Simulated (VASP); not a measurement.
**CdTe: single point with r2SCAN**

Crystal: CdTe.

```
Cd Te
1.0
     0.00000    3.20500    3.20500
     3.20500    0.00000    3.20500
     3.20500    3.20500    0.00000
Cd Te
1 1
Direct
  0.00000 0.00000 0.00000
  0.25000 0.25000 0.25000
```

* Program: VASP 6.6.1
* Task: single point
* Functional: r2SCAN
* Potentials or basis: VASP PAW PBE potentials, release 64 (Cd, Te)
* Cutoff: 550 eV
* k mesh: 5 × 5 × 5
* Occupations: gaussian, width 0.01 eV
* Spin: no spin polarisation

```json
{"Pressure": "3.4 GPa", "Band gap on the k mesh": "1.38 eV, direct"}
```

Levels at points of the mesh, in eV from the valence-band top:
```
           k point  band 5  band 6  band 7  band 8  band 9  band 10  band 11  band 12  band 13  band 14
(0.00, 0.00, 0.00)   -8.38   -8.38    0.00    0.00    0.00     1.38     5.00     5.00     5.00     7.99
```

Run time: 41 s on 1 thread of Intel Xeon 6975P-C (shared host), peak memory 0.22 GiB.

Caveat: the PAW data sets were made with another functional, which shifts forces and pressure a little; spin-orbit coupling is left out, which moves the levels of the heavy elements. r2SCAN opens gaps a little over a GGA but as a rule still falls short of measured ones.
